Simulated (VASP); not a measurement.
Set up this calculation in VASP 6.6.1, as the native input.

| Item | Value |
| --- | --- |
| Task | single point |
| Functional | r2SCAN |
| Potentials or basis | VASP PAW PBE potentials, release 64 (Hf_pv, C) |
| Cutoff | 660 eV |
| k mesh | 8 × 8 × 8 |
| Occupations | gaussian, width 0.1 eV |
| Spin | no spin polarisation |
| Dipole correction | no |
| Further INCAR settings | ALGO = Normal; EDIFF = 1e-06; NBANDS = 14 |

Crystal: HfC.

```
Hf C
1.0
     0.00000    2.25424    2.25424
     2.25424    0.00000    2.25424
     2.25424    2.25424    0.00000
Hf C
1 1
Direct
  0.00000 0.00000 0.00000
  0.50000 0.50000 0.50000
```

The input as run:

POSCAR

```
HfC
1.0
    0.0000000000      2.2542414439      2.2542414439
    2.2542414439      0.0000000000      2.2542414439
    2.2542414439      2.2542414439      0.0000000000
Hf C
1 1
Direct
    0.0000000000      0.0000000000      0.0000000000
    0.5000000000      0.5000000000      0.5000000000
```

INCAR.step1

```
SYSTEM = HfC
PREC = Accurate
ENCUT = 660
ISMEAR = 0
SIGMA = 0.1
LREAL = .FALSE.
LASPH = .TRUE.
NELM = 120
NBANDS = 14
GGA = PE
ALGO = Normal
EDIFF = 1E-5
LWAVE = .TRUE.
LCHARG = .FALSE.
GGA_COMPAT = .FALSE.
```

INCAR.step2

```
SYSTEM = HfC
PREC = Accurate
ENCUT = 660
EDIFF = 1E-6
ISMEAR = 0
SIGMA = 0.1
LREAL = .FALSE.
LASPH = .TRUE.
NELM = 120
ALGO = Normal
ISIF = 2
LWAVE = .FALSE.
LCHARG = .FALSE.
METAGGA = R2SCAN
LMIXTAU = .TRUE.
NBANDS = 14
ISTART = 1
GGA_COMPAT = .FALSE.
```

KPOINTS

```
regular mesh
0
G
  8 8 8
  0 0 0
```

Potentials or basis: VASP PAW PBE potentials, release 64 (Hf_pv, C).

Launch:

```sh
$ cat potpaw_PBE.64/Hf_pv/POTCAR potpaw_PBE.64/C/POTCAR > POTCAR
$ cp INCAR.step1 INCAR
$ mpirun -np 1 vasp_std > vasp.out
$ cp INCAR.step2 INCAR
$ mpirun -np 1 vasp_std > vasp.out
```

Results of the run:

```json
{"Pressure": "24.4 GPa", "Band gap on the k mesh": "zero (band 7 reaches 7.68 eV, above the bottom of band 8 at 6.15 eV)"}
```

Caveat: the PAW data sets were made with another functional, which shifts forces and pressure a little; spin-orbit coupling is left out, which moves the levels of the heavy elements.

It took 28 s on 1 thread of Intel(R) Xeon(R) 6975P-C (Granite Rapids) (shared host), peak memory 0.17 GiB.
